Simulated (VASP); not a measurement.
Write the native input for VASP 6.6.1 that does the following.

| Item | Value |
| --- | --- |
| Task | single point |
| Functional | r2SCAN |
| Dispersion | D3(BJ) |
| Potentials or basis | VASP PAW PBE potentials, release 64 (Ga_d, N) |
| Cutoff | 520 eV |
| k mesh | 10 × 10 × 10 |
| Occupations | gaussian, width 0.02 eV |
| Spin | no spin polarisation |
| Dipole correction | no |
| Further INCAR settings | ALGO = Normal; EDIFF = 1e-06; NBANDS = 16 |

GaN:

```
Ga N
1.0
     0.00000    2.24413    2.24413
     2.24413    0.00000    2.24413
     2.24413    2.24413    0.00000
Ga N
1 1
Direct
  0.00000 0.00000 0.00000
  0.75000 0.75000 0.75000
```

These files were run (other wordings do the same):

POSCAR

```
GaN
1.0
    0.0000000000      2.2441288366      2.2441288366
    2.2441288366      0.0000000000      2.2441288366
    2.2441288366      2.2441288366      0.0000000000
Ga N
1 1
Direct
    0.0000000000      0.0000000000      0.0000000000
    0.7500000000      0.7500000000      0.7500000000
```

INCAR.step1

```
SYSTEM = GaN
PREC     = Accurate       ! precision mode
ENCUT    = 520            ! plane-wave cutoff, eV
ISMEAR   = 0              ! smearing method
SIGMA    = 0.02           ! smearing width, eV
LREAL    = .FALSE.        ! projectors in reciprocal space
LASPH    = .TRUE.         ! aspherical terms in the spheres
NELM     = 100            ! most SCF steps
NBANDS   = 16             ! bands
GGA      = PE             ! functional
ALGO     = Normal         ! electronic algorithm
EDIFF    = 1E-4           ! SCF threshold, eV
LWAVE    = .TRUE.         ! write WAVECAR
LCHARG   = .FALSE.        ! write CHGCAR
```

INCAR.step2

```
SYSTEM = GaN
PREC     = Accurate       ! precision mode
ENCUT    = 520            ! plane-wave cutoff, eV
EDIFF    = 1E-6           ! SCF threshold, eV
ISMEAR   = 0              ! smearing method
SIGMA    = 0.02           ! smearing width, eV
LREAL    = .FALSE.        ! projectors in reciprocal space
LASPH    = .TRUE.         ! aspherical terms in the spheres
NELM     = 100            ! most SCF steps
ALGO     = Normal         ! electronic algorithm
ISIF     = 2              ! what is computed and relaxed
LWAVE    = .FALSE.        ! write WAVECAR
LCHARG   = .TRUE.         ! write CHGCAR
METAGGA  = R2SCAN         ! meta-GGA
LMIXTAU  = .TRUE.       
IVDW     = 12             ! dispersion correction
VDW_S6   = 1.0          
VDW_S8   = 0.78981345   
VDW_A1   = 0.49484001   
VDW_A2   = 5.73083694   
LELF     = .TRUE.         ! ELF
LVHAR    = .TRUE.       
NBANDS   = 16             ! bands
ISTART   = 1
```

KPOINTS

```
Automatic mesh
0
G
  10 10 10
  0 0 0
```

Potentials or basis: VASP PAW PBE potentials, release 64 (Ga_d, N).

Command:

```console
$ cat potpaw_PBE.64/Ga_d/POTCAR potpaw_PBE.64/N/POTCAR > POTCAR
$ cp INCAR.step1 INCAR
$ mpirun -np 1 vasp_std > vasp.out
$ cp INCAR.step2 INCAR
$ mpirun -np 1 vasp_std > vasp.out
```

It gave:

```yaml
Pressure: 0.6 GPa
Band_gap_on_the_k_mesh: 2.20 eV, direct
Dispersion_energy_per_atom: -0.121 eV
```

Caveat: three body term missing; the PAW data sets were made with another functional, which shifts forces and pressure a little.

Wall time 39 s on 1 thread of Intel(R) Xeon(R) Platinum 8488C (Sapphire Rapids), with other jobs on the host, peak memory 0.16 GiB.
